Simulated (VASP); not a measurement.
# GaN in VASP: notebook, part 2 of 2

VASP 6.6.1. Earlier steps stand in the parts before.

**3. Single point, PBE**

This run uses another cell than the first one, of 11.44 Å³/atom, 0.685 times its volume.

INCAR

```
PREC = Accurate
ENCUT = 520
EDIFF = 1E-7
ISMEAR = 0
SIGMA = 0.1
LREAL = False
LASPH = True
NELM = 60
ALGO = Normal
ISIF = 2
LWAVE = False
LCHARG = False
GGA = PE
NBANDS = 16
```

KPOINTS

```
regular mesh
0
Gamma
  6 6 6
```

POSCAR

```
GaN
1.0
    0.0000000000      2.2535006075      2.2535006075
    2.2535006075      0.0000000000      2.2535006075
    2.2535006075      2.2535006075      0.0000000000
Ga N
1 1
Direct
    0.0000000000      0.0000000000      0.0000000000
    0.7500000000      0.7500000000      0.7500000000
```

Potentials or basis: VASP PAW PBE potentials, release 64 (Ga_d, N).

On the command line:

```bash
> cat potpaw_PBE.64/Ga_d/POTCAR potpaw_PBE.64/N/POTCAR > POTCAR
> mpirun -np 1 vasp_std > vasp.out
```

It took 9.6 s on 1 thread of Intel Xeon 8259CL, shared host; peak memory 0.14 GiB.

It converged, with:

| Item | Value |
| --- | --- |
| Free energy | -12.1387 eV |
| Pressure | 5.0 GPa |
| Band gap on the k mesh | 1.72 eV, direct |

Levels at points of the mesh, in eV from the valence-band top:
```csv
k point,band 6,band 7,band 8,band 9,band 10,band 11,band 12,band 13
"(0.00, 0.00, 0.00)",-13.13,0.00,0.00,0.00,1.72,10.30,10.30,10.30
"(0.50, 0.00, 0.00)",-11.88,-7.04,-0.97,-0.97,4.64,8.73,10.36,10.36
"(0.50, 0.50, 0.00)",-11.46,-6.12,-2.70,-2.70,3.35,6.66,11.71,13.96
```

Expect the measured gap to be larger: semilocal functionals such as PBE lack the derivative discontinuity.

**4. Single point, PBE**

This run uses another cell than the first one, of 11.44 Å³/atom, 0.685 times its volume.

INCAR

```
SYSTEM = GaN
PREC = Accurate
ENCUT = 600
EDIFF = 1E-6
ISMEAR = 0
SIGMA = 0.01
LREAL = .False.
LASPH = .True.
NELM = 120
ALGO = Normal
ISIF = 2
LWAVE = .False.
LCHARG = .True.
GGA = PE
LELF = .True.
LVHAR = .True.
NBANDS = 16
ISYM = 0
GGA_COMPAT = .False.
```

KPOINTS

```
Automatic mesh
0
Gamma
  2 2 2
  0.5 0.5 0.5
```

POSCAR

```
GaN
1.0
    0.0000000000      2.2535006075      2.2535006075
    2.2535006075      0.0000000000      2.2535006075
    2.2535006075      2.2535006075      0.0000000000
Ga N
1 1
Direct
    0.0310000000      0.7850000000      0.0690000000
    0.7810000000      1.5350000000      0.8190000000
```

Potentials or basis: VASP PAW PBE potentials, release 64 (Ga_d, N).

On the command line:

```bash
> cat potpaw_PBE.64/Ga_d/POTCAR potpaw_PBE.64/N/POTCAR > POTCAR
> mpirun -np 1 vasp_std > vasp.out
```

OUTCAR:

```text
SYSTEM = GaN
   PREC = Accurate
   ENCUT = 600
   EDIFF = 1E-6
   ISMEAR = 0
   LREAL = .False.
   LASPH = .True.
   NELM = 120
   ISIF = 2
   GGA = PE
   ISYM = 0

 ion  position               nearest neighbor table
   1  0.031  0.785  0.069-   2 1.95   2 1.95   2 1.95   2 1.95
   2  0.781  0.535  0.819-   1 1.95   1 1.95   1 1.95   1 1.95

IMPORTANT INFORMATION: All symmetrisations will be switched off!
NOSYMM: (Re-)initialisation of all symmetry stuff for point group C_1.

----------------------------------------------------------------------------------------

                                     Primitive cell

  volume of cell :      22.8877

  direct lattice vectors                    reciprocal lattice vectors
     0.000000000  2.253500607  2.253500607    -0.221877020  0.221877020  0.221877020
     2.253500607  0.000000000  2.253500607     0.221877020 -0.221877020  0.221877020
     2.253500607  2.253500607  0.000000000     0.221877020  0.221877020 -0.221877020

  length of vectors
     3.186931122  3.186931122  3.186931122     0.384302272  0.384302272  0.384302272

  position of ions in fractional coordinates (direct lattice)
     0.031000000  0.785000000  0.069000000
[... 118 lines left out ...]
 E-fermi :   4.9395     XC(G=0): -11.6557

 val. band max:        4.8058957522   @ k =   0.0000   0.2500   0.0000
 cond. band min:       9.3720869530   @ k =   0.2500   0.2500   0.2500
 fundamental gap:      4.5661912007
 Fermi energy:         4.9395309650

 k-point     1 :       0.2500    0.2500    0.2500
  band No.  band energies     occupation
      1     -10.0765      2.00000
      2      -8.0987      2.00000
      3      -8.0987      2.00000
      4      -7.8366      2.00000
      5      -7.8366      2.00000
      6      -7.7908      2.00000
[... 281 lines left out ...]
      3      -7.9602      2.00000
      4      -7.9086      2.00000
      5      -7.7876      2.00000
      6      -6.4162      2.00000
[... 8 lines left out ...]
     15      26.4980      0.00000
     16      26.9468      0.00000

------------------------ aborting loop because EDIFF is reached ----------------------------------------

  FORCE on cell =-STRESS in cart. coord.  units (eV):
  Direction    XX          YY          ZZ          XY          YZ          ZX
  --------------------------------------------------------------------------------------
  -------------------------------------------------------------------------------------
  Total        0.7223331      0.7222121      0.7222635      0.0000572      0.0000950      0.0000782
  in kB       50.5644239     50.5559529     50.5595499      0.0040010      0.0066491      0.0054719
  external PRESSURE =      50.5599756 kB  Pullay stress =       0.0000000 kB

 VOLUME and BASIS-vectors are now :
 -----------------------------------------------------------------------------
  energy-cutoff  :      600.00
  volume of cell :       22.89
      direct lattice vectors                 reciprocal lattice vectors
     0.000000000  2.253500607  2.253500607    -0.221877020  0.221877020  0.221877020
     2.253500607  0.000000000  2.253500607     0.221877020 -0.221877020  0.221877020
     2.253500607  2.253500607  0.000000000     0.221877020  0.221877020 -0.221877020

 POSITION                                       TOTAL-FORCE (eV/Angst)
 -----------------------------------------------------------------------------------
      1.92449      0.22535      1.83886        -0.000012      0.000046     -0.000006
      3.05124      3.60560      2.96561         0.000012     -0.000046      0.000006
 -----------------------------------------------------------------------------------
    total drift:                               -0.000012      0.000158      0.000010

  FREE ENERGIE OF THE ION-ELECTRON SYSTEM (eV)
  ---------------------------------------------------
  free  energy   TOTEN  =       -12.0828205759 eV

  energy  without entropy=      -12.0828205759  energy(sigma->0) =      -12.08282058
```

Wall time 11 s (1 thread of Intel Xeon 6975P-C (Granite Rapids), shared host); peak memory 0.15 GiB.

What came out:

```
Free energy            : -12.0828 eV
Pressure               : 5.1 GPa
Band gap on the k mesh : 4.57 eV, direct
```

Caveat: the k points lie up to 1.21 Å⁻¹ apart.

**5. Single point, revPBE**

This run uses another cell than the first one, of 13.27 Å³/atom, 0.795 times its volume.

INCAR

```
PREC = Accurate
ENCUT = 600
EDIFF = 1E-6
ISMEAR = -1
SIGMA = 0.008617333262145177
LREAL = False
LASPH = True
NELM = 120
ALGO = Normal
ISIF = 2
LWAVE = False
LCHARG = False
GGA = RE
ISYM = 0
NBANDS = 16
GGA_COMPAT = False
```

KPOINTS is that of step 4.

POSCAR

```
GaN
1.0
    0.0000000000      2.3677926924      2.3677926924
    2.3677926924      0.0000000000      2.3677926924
    2.3677926924      2.3677926924      0.0000000000
Ga N
1 1
Direct
    0.0000000000      0.0000000000      0.0000000000
    0.7500000000      0.7500000000      0.7500000000
```

On the command line:

```bash
> cat potpaw_PBE.64/Ga_d/POTCAR potpaw_PBE.64/N/POTCAR > POTCAR
> mpirun -np 1 vasp_std > vasp.out
```

Wall time 11 s (1 thread of Intel Xeon 6975P-C (Granite Rapids), shared host); peak memory 0.15 GiB.

It converged, with:

```yaml
Free_energy: -11.2854 eV
Pressure: -13.3 GPa
Band_gap_on_the_k_mesh: 3.62 eV, direct
```

Levels at points of the mesh, in eV from the valence-band top:
```
           k point  band 6  band 7  band 8  band 9  band 10  band 11  band 12  band 13
(0.25, 0.25, 0.25)  -12.57   -3.18    0.00    0.00     3.62     8.41    10.25    10.25
```

Caveat: the k points lie up to 1.15 Å⁻¹ apart; the PAW data sets were made with another functional, which shifts forces and pressure a little. A k mesh can miss the band edges.

**6. Single point, PBE**

This run uses another cell than the first one, of 11.44 Å³/atom, 0.685 times its volume.

INCAR

```
  PREC = Accurate
  ENCUT = 600
  EDIFF = 1E-6
  ISMEAR = 0
  SIGMA = 0.1
  LREAL = F
  LASPH = T
  NELM = 120
  ALGO = Normal
  ISIF = 2
  LWAVE = F
  LCHARG = T
  GGA = PE
  LELF = T
  LVHAR = T
  ISYM = 0
  NBANDS = 16
  GGA_COMPAT = F
```

KPOINTS

```
regular mesh
0
Gamma
  4 1 2
```

POSCAR

```
GaN
1.0
    0.0000000000      2.2535006075      2.2535006075
    2.2535006075      0.0000000000      2.2535006075
    2.2535006075      2.2535006075      0.0000000000
Ga N
1 1
Direct
    0.0136598621     -0.0121919751      0.0107240880
    0.7363401379      0.7621919751      0.7392759120
```

Potentials or basis: VASP PAW PBE potentials, release 64 (Ga_d, N).

On the command line:

```bash
> cat potpaw_PBE.64/Ga_d/POTCAR potpaw_PBE.64/N/POTCAR > POTCAR
> mpirun -np 1 vasp_std > vasp.out
```

Wall time 6.5 s (1 thread of Intel Xeon 6975P-C (Granite Rapids), shared host); peak memory 0.15 GiB.

Results (log left out):

- Free energy: -9.1889 eV
- Pressure: 17.6 GPa
- Largest force: 0.009 eV/Å
- Band gap on the k mesh: 1.12 eV, direct

Forces in eV/Å, atoms in the order of the input:
```
Ga   0.001  0.009 -0.001
N   -0.001 -0.009  0.001
```

Stress tensor (GPa, compression positive):
```
15.11  0.53  2.14
 0.53 22.49 -0.53
 2.14 -0.53 15.11
```

Levels at points of the mesh, in eV from the valence-band top:
| k point | band 6 | band 7 | band 8 | band 9 | band 10 | band 11 | band 12 | band 13 |
| --- | --- | --- | --- | --- | --- | --- | --- | --- |
| (0.00, 0.00, 0.00) | -14.24 | -0.61 | -0.30 | 0.00 | 1.12 | 9.16 | 9.42 | 9.55 |
| (0.50, 0.00, 0.00) | -12.66 | -8.01 | -1.57 | -1.01 | 3.97 | 8.20 | 9.05 | 10.09 |
| (0.00, 0.00, 0.50) | -12.65 | -7.95 | -1.63 | -0.98 | 3.96 | 8.21 | 8.97 | 10.13 |
| (0.50, 0.00, 0.50) | -12.09 | -6.84 | -3.38 | -2.98 | 2.43 | 5.94 | 11.22 | 13.10 |

Caveat: the k points lie up to 2.41 Å⁻¹ apart.

**7. Summary**

```tsv
level	cell	k mesh	cutoff (eV)	smearing	gap on the mesh (eV)	pressure (GPa)
PBE	a = 3.187 Å, angles 60.0°, 2 atoms	6 × 6 × 6	520	gaussian 0.1 eV	1.72	5.0
PBE	a = 3.187 Å, angles 60.0°, 2 atoms	2 × 2 × 2, shifted	600	gaussian 0.01 eV	4.57	5.1
revPBE	a = 3.349 Å, angles 60.0°, 2 atoms	2 × 2 × 2, shifted	600	fermi-dirac 0.00861733 eV	3.62	-13.3
PBE	a = 3.187 Å, angles 60.0°, 2 atoms	4 × 1 × 2	600	gaussian 0.1 eV	1.12	17.6
```

Some of these runs hold the atoms at other places in the same cell, which the table doesn't show; runs alike in all that it shows share one row.

Alike in all rows: task single point; potentials or basis VASP PAW PBE potentials, release 64 (Ga_d, N); no spin polarisation.

Caveats: some runs use coarse meshes; the PAW data sets were made with another functional, which shifts forces and pressure a little (some runs).

Total energies depend on the potentials used, so only differences within one code and one set of settings carry meaning.
